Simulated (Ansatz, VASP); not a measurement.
One calculation of BP, two programs

```xyz
2
Lattice="0.0000 2.2690 2.3371 2.2690 0.0000 2.3371 2.2690 2.2690 0.0000" Properties=species:S:1:pos:R:3 pbc="T T T"
B     0.0000    0.0000    0.0000
P     1.1345    1.1345    1.1685
```

Change from the starting cell: z stretched by +3 %, ions relaxed.

Alike in both runs: task relaxation of the atoms; functional PBE; k mesh 16 × 16 × 16; occupations fermi-dirac, width 0.02 eV; no spin polarisation.

```csv
,VASP,Ansatz
version,VASP 6.6.1,Ansatz 0.2.0
potentials or method,"VASP PAW PBE potentials, release 64 (B, P)","plane-wave PAW, scalar-relativistic"
plane-wave cutoff (eV),520,420
valence electrons in the cell,8,8
```

|  | VASP | Ansatz | Ansatz less VASP |
| --- | --- | --- | --- |
| gap on the k mesh at the Fermi level, each at its own relaxed structure (eV) | 1.08 | 1.08 | +0.004 |

Ansatz's warnings: stress scf threshold loose.

Noted on VASP's run: the relaxation stopped at its first step, so nothing moved.
